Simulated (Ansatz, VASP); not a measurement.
# KBaI3 in VASP and in Ansatz

```
K Ba I
1.0
     6.71919    0.00000    0.00000
     0.00000    6.71919    0.00000
     0.00000    0.00000    6.71919
K Ba I
1 1 3
Direct
  0.00000 0.00000 0.00000
  0.50000 0.50000 0.50000
  0.50000 0.50000 0.00000
  0.50000 0.00000 0.50000
  0.00000 0.50000 0.50000
```

Alike in both runs: task single point; functional PBE; k mesh 4 × 4 × 4; no spin polarisation.

|  | VASP | Ansatz |
| --- | --- | --- |
| version | VASP 6.6.1 | Ansatz 0.2.0 |
| potentials or method | VASP PAW PBE potentials, release 64 (K_sv, Ba_sv, I) | plane waves, PAW |
| plane-wave cutoff (eV) | 520 | 420 |
| occupations | gaussian, width 0.01 eV | fixed |
| valence electrons in the cell | 40 | 70 |

```csv
,VASP,Ansatz,Ansatz less VASP
gap on the k mesh at the Fermi level (eV),3.09,3.10,+0.003
pressure (GPa),0.2,0.1,-0.15
```

VASP's potentials hold 40 valence electrons a cell and Ansatz's 70, so a difference there can come from the potentials and not from the codes.

Spin-orbit coupling is off throughout.
